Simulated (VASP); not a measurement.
Wanted: the native input for a VASP 6.6.1 run.

```yaml
Task: electric field gradients
Functional: PBE
Potentials_or_basis: VASP PAW PBE potentials, release 64 (B, As)
Cutoff: 520 eV
k_mesh: 13 × 13 × 13
Occupations: fermi-dirac, width 0.05 eV
Spin: no spin polarisation
Dipole_correction: no
Further_INCAR_settings: ALGO = Normal; EDIFF = 1e-08; NBANDS = 11
```

The structure of BAs lies in POSCAR:

```
BAs
1.0
    0.0000000000      2.4199312360      2.4199312360
    2.4199312360      0.0000000000      2.4199312360
    2.4199312360      2.4199312360      0.0000000000
B As
1 1
Direct
    0.0000000000      0.0000000000      0.0000000000
    0.7500000000      0.7500000000      0.7500000000
```

This cell differs from its parent crystal: volume scaled by 1.04.

One way to write it, as run:

INCAR

```
ALGO     = Normal         # electronic algorithm
EDIFF    = 1E-8           # SCF threshold, eV
ENCUT    = 520            # plane-wave cutoff, eV
GGA      = PE             # functional
ISIF     = 2              # what is computed and relaxed
ISMEAR   = -1             # smearing method
LASPH    = True           # aspherical terms in the spheres
LCHARG   = False          # write CHGCAR
LEFG     = True         
LREAL    = False          # projectors in reciprocal space
LWAVE    = False          # write WAVECAR
NBANDS   = 11             # bands
NELM     = 80             # most SCF steps
PREC     = Accurate       # precision mode
SIGMA    = 0.05           # smearing width, eV
```

KPOINTS

```
k-points
0
Gamma
  13 13 13
```

Potentials or basis: VASP PAW PBE potentials, release 64 (B, As).

Launch:

```bash
$ cat potpaw_PBE.64/B/POTCAR potpaw_PBE.64/As/POTCAR > POTCAR
$ mpirun -np 1 vasp_std > vasp.out
```

It gave:

The pressure is -1.9 GPa and the band gap on the k mesh is 1.22 eV, indirect (least direct gap 3.23 eV).

Caveat: without QUAD_EFG the Cq values of the log hold for a quadrupole moment of 1 mb, not for the nuclei.

Run time: 55 s on 1 thread of AMD EPYC 7R13 (shared host), peak memory 0.14 GiB.
